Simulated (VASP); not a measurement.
# ScAl (Pm-3m) in VASP: notebook

ScAl is run at these levels: LDA; tasks: relaxation of the atoms, single point.

Program: VASP 6.6.1. These are calculated values, not measurements. Logs are shortened: lines on timing, memory, paths and dates and some standing lists are left out, and cuts for length are marked.

## Step 1: The cell of the first run

Symmetry: Pm-3m, No. 221, cubic system. The conventional cell has a = 3.370 Å, b = 3.370 Å, c = 3.370 Å, α = 90.00°, β = 90.00°, γ = 90.00°. Sc (site symmetry m-3m) has 8 Al at 2.92 Å and 6 Sc at 3.37 Å within 3.8 Å. Within 3.8 Å of Al (site symmetry m-3m) lie 8 Sc at 2.92 Å and 6 Al at 3.37 Å.

## Step 2: Relaxation of the atoms, LDA

The input, INCAR:

```
SYSTEM = ScAl
PREC = Accurate
ENCUT = 520
EDIFF = 1E-7
ISMEAR = -1
SIGMA = 0.05
LREAL = .False.
LASPH = .True.
NELM = 60
ALGO = Normal
ISIF = 2
LWAVE = .False.
LCHARG = .False.
GGA = CA
IBRION = 2
NSW = 50
EDIFFG = -0.01
```

The input, KPOINTS:

```
Automatic mesh
0
Gamma
  11 11 11
  0 0 0
```

The input, POSCAR:

```
ScAl
1.0
    3.3703489700      0.0000000000      0.0000000000
    0.0000000000      3.3703489700      0.0000000000
    0.0000000000      0.0000000000      3.3703489700
Sc Al
1 1
Direct
    0.5000000000      0.5000000000      0.5000000000
    0.0000000000      0.0000000000      0.0000000000
```

Potentials or basis: VASP PAW LDA potentials, release 64 (Sc_sv, Al).

Run with:

```console
$ cat potpaw_LDA.64/Sc_sv/POTCAR potpaw_LDA.64/Al/POTCAR > POTCAR
$ mpirun -np 1 vasp_std > vasp.out
```

OUTCAR:

```text
SYSTEM = ScAl
   PREC = Accurate
   ENCUT = 520
   EDIFF = 1E-7
   ISMEAR = -1
   LREAL = .False.
   LASPH = .True.
   NELM = 60
   ISIF = 2
   GGA = CA
   IBRION = 2
   NSW = 50
   EDIFFG = -0.01

 ion  position               nearest neighbor table
   1  0.500  0.500  0.500-   2 2.92   2 2.92   2 2.92   2 2.92   2 2.92   2 2.92   2 2.92   2 2.92

   2  0.000  0.000  0.000-   1 2.92   1 2.92   1 2.92   1 2.92   1 2.92   1 2.92   1 2.92   1 2.92

  LATTYP: Found a simple cubic cell.
 ALAT       =     3.3703489700

  Lattice vectors:

 A1 = (   3.3703489700,   0.0000000000,   0.0000000000)
 A2 = (   0.0000000000,   3.3703489700,   0.0000000000)
 A3 = (   0.0000000000,   0.0000000000,   3.3703489700)

Analysis of symmetry for initial positions (statically):
=====================================================================
 Subroutine PRICEL returns:
 Original cell was already a primitive cell.

 Routine SETGRP: Setting up the symmetry group for a
 simple cubic supercell.

 Subroutine GETGRP returns: Found 48 space group operations
 (whereof 48 operations were pure point group operations)
 out of a pool of 48 trial point group operations.

The static configuration has the point symmetry O_h .

Analysis of symmetry for dynamics (positions and initial velocities):
=====================================================================
 Subroutine PRICEL returns:
 Original cell was already a primitive cell.

 Routine SETGRP: Setting up the symmetry group for a
 simple cubic supercell.

 Subroutine GETGRP returns: Found 48 space group operations
 (whereof 48 operations were pure point group operations)
 out of a pool of 48 trial point group operations.

The dynamic configuration has the point symmetry O_h .

 Subroutine INISYM returns: Found 48 space group operations
 (whereof 48 operations are pure point group operations),
 and found     1 'primitive' translations

----------------------------------------------------------------------------------------

                                     Primitive cell

  volume of cell :      38.2846

  direct lattice vectors                    reciprocal lattice vectors
     3.370348970  0.000000000  0.000000000     0.296705181  0.000000000  0.000000000
     0.000000000  3.370348970  0.000000000     0.000000000  0.296705181  0.000000000
     0.000000000  0.000000000  3.370348970     0.000000000  0.000000000  0.296705181

  length of vectors
     3.370348970  3.370348970  3.370348970     0.296705181  0.296705181  0.296705181
[... 91 lines left out ...]
   PSTRESS=    0.0 pullay stress
   NELECT =      14.0000    total number of electrons
   NUPDOWN=      -1.0000    fix difference up-down
   EMIN   =  10.00;   EMAX   =-10.00  energy-range for DOS
   EFERMI =   0.00;   METHOD = LEGACY
   ISMEAR =    -1;   SIGMA  =   0.05  broadening in eV -4-tet -1-fermi 0-gaus
   EFERMI_NEDOS =   21; number of points for ismear=-14 and -15
   IALGO  =     38    algorithm
   IMIX   =      4    mixing-type and parameters
     AMIX     =   0.40;   BMIX     =  1.00
     AMIX_MAG =   1.60;   BMIX_MAG =  1.00
  volume/ion in A,a.u.               =      19.14       129.18
  Fermi-wavevector in a.u.,A,eV,Ry     =   1.170692  2.212287 18.647052  1.370520
  Thomas-Fermi vector in A             =   2.307147
   LORBIT       =      0    0 simple, 1 ext, 2 COOP (PROOUT), +10 PAW based schemes
   GGA     = CA    functional components
   LHFCALC =     F    Hartree Fock is set to
   AEXX    =    0.0000 exact exchange contribution
   IVDW    =     0    specifies the selected vdW correction
   LEPSILON=     F    determine dielectric tensor
   LRPA    =     F    only Hartree local field effects (RPA)
 conjugate gradient relaxation of ions
 non-spin polarized calculation
  energy-cutoff  :      520.00
  volume of cell :       38.28
 maximum number of plane-waves:      1046
 NGX is ok and might be reduce to    28
   NGX = 13   NGY = 13   NGZ = 13

 number of electron      14.0000002 magnetization

 Free energy of the ion-electron system (eV)
  ---------------------------------------------------
  ext. energy  EPLUGINS =         0.00000000
  ---------------------------------------------------
  free energy    TOTEN  =       -11.86475103 eV

  energy without entropy =      -11.85661847  energy(sigma->0) =      -11.86068475

 E-fermi :   5.8162     XC(G=0): -10.5335

 val. band max:        5.8063087383   @ k =   0.3636   0.0909   0.0000
 cond. band min:       5.8337356957   @ k =   0.4545   0.3636   0.0000
 fundamental gap:      0.0274269574
 Fermi energy:         5.8162051617

 k-point     1 :       0.0000    0.0000    0.0000
  band No.  band energies     occupation
      1     -43.0251      2.00000
      2     -21.9513      2.00000
      3     -21.9513      2.00000
      4     -21.9513      2.00000
      5      -2.5795      2.00000
      6       5.1499      2.00000
      7       5.1499      2.00000
      8       8.4698      0.00000
      9       8.4698      0.00000
     10       8.4698      0.00000
     11       9.5671      0.00000
[... 309 lines left out ...]
 k-point    24 :       0.2727    0.0909    0.0909
  band No.  band energies     occupation
      1     -43.0138      2.00000
      2     -22.0544      2.00000
      3     -21.9556      2.00000
      4     -21.9541      2.00000
      5      -1.3431      2.00000
      6       3.8408      2.00000
      7       5.4773      1.99772
      8       6.8618      0.00000
      9       6.9656      0.00000
     10       8.2203      0.00000
     11       9.1595      0.00000

 [... further k-points ...]

------------------------ aborting loop because EDIFF is reached ----------------------------------------

  FORCE on cell =-STRESS in cart. coord.  units (eV):
  Direction    XX          YY          ZZ          XY          YZ          ZX
  --------------------------------------------------------------------------------------
  -------------------------------------------------------------------------------------
  Total       -0.9859448     -0.9859448     -0.9859448     -0.0000000     -0.0000000     -0.0000000
  in kB      -41.2608878    -41.2608878    -41.2608878     -0.0000000     -0.0000000     -0.0000000
  external PRESSURE =     -41.2608878 kB  Pullay stress =       0.0000000 kB

 VOLUME and BASIS-vectors are now :
 -----------------------------------------------------------------------------
  energy-cutoff  :      520.00
  volume of cell :       38.28
      direct lattice vectors                 reciprocal lattice vectors
     3.370348970  0.000000000  0.000000000     0.296705181  0.000000000  0.000000000
     0.000000000  3.370348970  0.000000000     0.000000000  0.296705181  0.000000000
     0.000000000  0.000000000  3.370348970     0.000000000  0.000000000  0.296705181

 POSITION                                       TOTAL-FORCE (eV/Angst)
 -----------------------------------------------------------------------------------
      1.68517      1.68517      1.68517         0.000000      0.000000      0.000000
      0.00000      0.00000      0.00000         0.000000      0.000000      0.000000
 -----------------------------------------------------------------------------------
    total drift:                                0.000000      0.000000      0.000000

  FREE ENERGIE OF THE ION-ELECTRON SYSTEM (eV)
  ---------------------------------------------------
  free  energy   TOTEN  =       -11.8647510333 eV

  energy  without entropy=      -11.8566184679  energy(sigma->0) =      -11.86068475

 reached required accuracy - stopping structural energy minimisation
```

Wall time 10 s (1 thread of Intel Xeon 6975P-C (Granite Rapids), shared host); peak memory 0.15 GiB.

Results:

```
Free energy             : -11.8648 eV
Pressure after relaxing : -4.1 GPa
Band gap on the k mesh  : zero (bands 7 and 8 overlap by 0.75 eV)
```

Final structure:
```xyz
2
Lattice="3.3703 0.0000 0.0000 0.0000 3.3703 0.0000 0.0000 0.0000 3.3703" Properties=species:S:1:pos:R:3 pbc="T T T"
Sc    1.6852    1.6852    1.6852
Al    0.0000    0.0000    0.0000
```

Caveat: the relaxation stopped at its first step, so nothing moved.

(Continued in part 2 of 2.)
